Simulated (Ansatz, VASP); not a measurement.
Two plane-wave programs on LiAuS2

```xyz
8
Lattice="-3.2168 3.2168 3.5830 3.2168 -3.2168 3.5830 3.2168 3.2168 -3.5830" Properties=species:S:1:pos:R:3 pbc="T T T"
Li    0.0000    0.0000    5.3744
Li    0.0000    0.0000    1.7915
S     4.3898    1.1730    0.0000
S     2.0439    1.1730    3.5830
S    -1.1730    2.0439    3.5830
S     1.1730    2.0439    0.0000
Au    3.2168    0.0000    1.7915
Au    0.0000    3.2168    1.7915
```

Alike in both runs: functional PBE; k mesh 4 × 4 × 4; occupations gaussian, width 0.1 eV; no spin polarisation.

Ansatz relaxed the structure, and its values are those at the end. VASP's run is a single point on that final structure, the one shown.

|  | VASP | Ansatz |
| --- | --- | --- |
| version | VASP 6.6.1 | Ansatz 0.2.0 |
| potentials or method | VASP PAW PBE potentials, release 64 (Li_sv, S, Au), cutoff 520 eV | scalar-relativistic, plane waves, PAW |
| valence electrons in the cell | 52 | 68 |

Ansatz gave:

- gap on the k mesh at the Fermi level (eV): none
- rms of the force components (eV/Å): 0.021

**Question.** Estimate VASP's values.

**Answer.** gap on the k mesh at the Fermi level (eV): none; rms of the force components (eV/Å): 0.011.

A gap of «none» marks a metal or a gap that the smearing closes. VASP's potentials hold 52 valence electrons a cell and Ansatz's 68, so a difference there can come from the potentials and not from the codes.

Neither program's run includes spin-orbit coupling. Noted on VASP's run: the cutoff is short for stress, so the pressure is rough.
